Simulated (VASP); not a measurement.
# TiB2: single point with PBE

TiB2:

```
Ti B
1.0
     3.02320    0.00000    0.00000
    -1.51160    2.61817    0.00000
     0.00000    0.00000    3.22682
Ti B
1 2
Direct
  0.00000 0.00000 0.00000
  0.33333 0.66667 0.50000
  0.66667 0.33333 0.50000
```

```json
{
  "Program": "VASP 6.6.1",
  "Task": "single point",
  "Functional": "PBE",
  "Potentials or basis": "VASP PAW PBE potentials, release 64 (Ti_sv, B)",
  "Cutoff": "520 eV",
  "k mesh": "12 × 12 × 8",
  "Occupations": "fermi-dirac, width 0.02 eV",
  "Spin": "no spin polarisation"
}
```

| Item | Value |
| --- | --- |
| Pressure | 1.6 GPa |
| Band gap on the k mesh | zero (bands 9 and 10 overlap by 0.61 eV) |

Stress tensor (GPa, compression positive):
```
2.00 0.00 0.00
0.00 2.00 0.00
0.00 0.00 0.91
```

Levels at points of the mesh, in eV from the Fermi level:
| k point | band 6 | band 7 | band 8 | band 9 | band 10 | band 11 | band 12 | band 13 |
| --- | --- | --- | --- | --- | --- | --- | --- | --- |
| (0.00, 0.00, 0.00) | -2.60 | -2.60 | -2.34 | -2.13 | 1.90 | 1.90 | 3.66 | 3.66 |
| (0.50, 0.00, 0.00) | -9.24 | -3.27 | -3.25 | -2.27 | 1.34 | 2.76 | 3.24 | 3.37 |
| (0.00, 0.00, 0.50) | -7.63 | -0.55 | -0.55 | -0.17 | -0.17 | 0.44 | 0.44 | 1.63 |
| (0.50, 0.00, 0.50) | -7.57 | -4.65 | -3.83 | -3.14 | 2.49 | 2.94 | 4.48 | 4.60 |

Run time: 28 s on 1 thread of AMD EPYC 7R13 Processor (Zen 3), on a shared host, peak memory 0.13 GiB.
